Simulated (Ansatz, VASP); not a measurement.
## Two plane-wave programs on NbTe

The input INCAR:

```
SYSTEM = NbTe
ALGO = Normal ; EDIFF = 1E-6
EDIFFG = -0.005 ; ENCUT = 600
IBRION = 2 ; ISIF = 3
ISMEAR = -1 ; LASPH = .TRUE.
LCHARG = .FALSE. ; LREAL = .FALSE.
LWAVE = .FALSE. ; NELM = 80
NSW = 60 ; PREC = Accurate
SIGMA = 0.1
```

KPOINTS

```
k-points
0
G
  12 12 12
  0 0 0
```

File POSCAR:

```
NbTe
1.0
    0.0000000000      3.1072325060      3.1072325060
    3.1072325060      0.0000000000      3.1072325060
    3.1072325060      3.1072325060      0.0000000000
Nb Te
1 1
Direct
    0.0000000000      0.0000000000      0.0000000000
    0.2500000000      0.2500000000      0.2500000000
```

Input for Ansatz:

```yaml
crystal:
  lattice:
    - [0.0, 3.107232506, 3.107232506]
    - [3.107232506, 0.0, 3.107232506]
    - [3.107232506, 3.107232506, 0.0]
  atoms:
    - { symbol: Nb, position: [0.0, 0.0, 0.0] }
    - { symbol: Te, position: [0.25, 0.25, 0.25] }
kpoints:
  mp_grid: { grid: [12, 12, 12] }
scf:
  occupations: { method: fermi_dirac, width: 0.1 }
hamiltonian:
  xc: lda
  pseudopotentials: { kind: paw }
output:
  forces: true
  stress: true
  write_density: true
  write_potential: true
  elf: true
  volumetric_format: npy
relax:
  f_tol: 0.005
  max_steps: 40
  cell: {}
```

Alike in both runs: task relaxation of cell and atoms; functional LDA; k mesh 12 × 12 × 12; occupations fermi-dirac, width 0.1 eV; no spin polarisation.

```csv
,VASP,Ansatz
version,VASP 6.6.1,Ansatz 0.2.0
potentials or method,"VASP PAW LDA potentials, release 64 (Nb_sv, Te)","PAW with Ansatz's default frozen-core files, scalar-relativistic"
plane-wave cutoff (eV),600,420
valence electrons in the cell,19,29
```

Ansatz gave:

| Property | Result |
| --- | --- |
| relaxed volume (Å³/atom) | 29.23 |
| relaxed cell length with the largest relative difference (Å) | 4.356 |

Q: What did VASP give for the same quantities?

A: Relaxed volume (Å³/atom): 29.24; relaxed cell length with the largest relative difference (Å): 4.357.

LDA's correlation is that of Perdew and Zunger in VASP and of Perdew and Wang (1992) in Ansatz. VASP's potentials hold 19 valence electrons a cell and Ansatz's 29, so a difference there can come from the potentials and not from the codes.

Neither program's run includes spin-orbit coupling.
